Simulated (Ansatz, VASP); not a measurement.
## Re in VASP and in Ansatz

```xyz
1
Lattice="0.0000 1.9741 1.9741 1.9741 0.0000 1.9741 1.9741 1.9741 0.0000" Properties=species:S:1:pos:R:3 pbc="T T T"
Re    0.0000    0.0000    0.0000
```

Alike in both runs: task single point; functional PBE; k mesh 8 × 8 × 8; occupations gaussian, width 0.05 eV; no spin polarisation.

|  | VASP | Ansatz |
| --- | --- | --- |
| version | VASP 6.6.1 | Ansatz 0.2.0 |
| potentials or method | VASP PAW PBE potentials, release 64 (Re), cutoff 520 eV | scalar-relativistic, plane waves, PAW |
| valence electrons in the cell | 7 | 15 |

Ansatz gave:

| Quantity | Value |
| --- | --- |
| gap on the k mesh at the Fermi level (eV) | none |
| pressure (GPa) | -9.1 |

Which values does VASP return?

gap on the k mesh at the Fermi level (eV): none; pressure (GPa): -9.8.

A gap of «none» marks a metal or a gap that the smearing closes. VASP's potentials hold 7 valence electrons a cell and Ansatz's 15, so a difference there can come from the potentials and not from the codes.

Spin-orbit coupling is off throughout.
